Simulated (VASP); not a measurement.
Write the native input for VASP 6.6.1 that does the following.

```yaml
Task: single point
Functional: PBEsol
Potentials_or_basis: VASP PAW PBE potentials, release 64 (Mn_pv, Sn_d)
Cutoff: 500 eV
k_mesh: 8 × 8 × 8
Occupations: gaussian, width 0.1 eV
Spin: collinear spin, ferromagnetic start
Starting_moments: "[3.37, 3.37, -0.02, -0.02, -0.02, -0.02] μB"
Fixed_moment: 6.25 μB
Dipole_correction: no
Further_INCAR_settings: ALGO = Normal; EDIFF = 1e-06; NBANDS = 54
```

The structure of MnSn2 lies in POSCAR:

```
MnSn2
1.0
   -3.3230000000      3.3230000000      2.7125000000
    3.3230000000     -3.3230000000      2.7125000000
    3.3230000000      3.3230000000     -2.7125000000
Mn Sn
2 4
Direct
    0.7500000000      0.7500000000      0.0000000000
    0.2500000000      0.2500000000      0.0000000000
    0.1590000000      0.6590000000      0.8180000000
    0.6590000000      0.8410000000      0.5000000000
    0.8410000000      0.3410000000      0.1820000000
    0.3410000000      0.1590000000      0.5000000000
```

These files were run (other wordings do the same):

INCAR

```
PREC = Accurate
ENCUT = 500
EDIFF = 1E-6
ISMEAR = 0
SIGMA = 0.1
LREAL = False
LASPH = True
NELM = 200
ALGO = Normal
ISIF = 2
LWAVE = False
LCHARG = False
ISPIN = 2
MAGMOM = 3.37 3.37 -0.02 -0.02 -0.02 -0.02
LORBIT = 11
NUPDOWN = 6.25
LMAXMIX = 4
GGA = PS
NBANDS = 54
GGA_COMPAT = False
KPAR = 4
```

KPOINTS

```
Automatic mesh
0
Gamma
  8 8 8
```

Potentials or basis: VASP PAW PBE potentials, release 64 (Mn_pv, Sn_d).

Command:

```console
$ cat potpaw_PBE.64/Mn_pv/POTCAR potpaw_PBE.64/Sn_d/POTCAR > POTCAR
$ mpirun -np 4 vasp_std > vasp.out
```

Results of the run:

| Property | Result |
| --- | --- |
| Pressure | -0.6 GPa |
| Largest force | 0.399 eV/Å |
| Net moment | 6.25 μB per cell |
| Site moments | Mn +3.06; Sn -0.03 μB |
| Valence electrons inside the program's atomic spheres | Mn 11.62; Sn 12.30 |

Caveat: the PAW data sets were made with another functional, which shifts forces and pressure a little; the total moment is fixed, so each spin has its own Fermi level.

Run time: 3.6 min on 4 MPI ranks on AMD EPYC 7R43 64-Core Processor (Zen 3) (shared host), peak memory 0.6 GiB a rank.
